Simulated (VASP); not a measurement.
A run of VASP 6.6.1 is set up as follows.

The input INCAR:

```
SYSTEM = I
PREC = Accurate ; ENCUT = 500
EDIFF = 1E-6 ; ISMEAR = 0
SIGMA = 0.1 ; LREAL = .False.
LASPH = .True. ; NELM = 120
ALGO = Normal ; ISIF = 2
LWAVE = .False. ; LCHARG = .True.
GGA = PE ; LELF = .True.
LVHAR = .True. ; ISYM = -1
NBANDS = 10 ; GGA_COMPAT = .False.
```

File KPOINTS:

```
explicit points
2
Reciprocal
  0.50000000   0.12500000   0.00000000 2
  0.50000000   0.37500000   0.00000000 2
```

POSCAR

```
I
1.0
    0.0000000000      2.3656004428      3.9098401324
    2.1922454667      0.0000000000      3.9098401324
    2.1922454667      2.3656004428      0.0000000000
I
1
Direct
    0.0000000000      0.0000000000      0.0000000000
```

Potentials or basis: VASP PAW PBE potentials, release 64 (I).

Command:

```console
$ cat potpaw_PBE.64/I/POTCAR > POTCAR
$ mpirun -np 1 vasp_std > vasp.out
```

(1) Estimate the band gap on the k mesh.

(2) What does it give for the pressure?

Answers

(1) zero (an odd number of electrons rules out a gap without spin polarisation).

(2) -1.3 GPa.

Caveat: spin-orbit coupling is left out, which moves the levels of the heavy elements; an odd number of electrons without spin polarisation forces a metal; a magnetic or distorted state may lie lower.
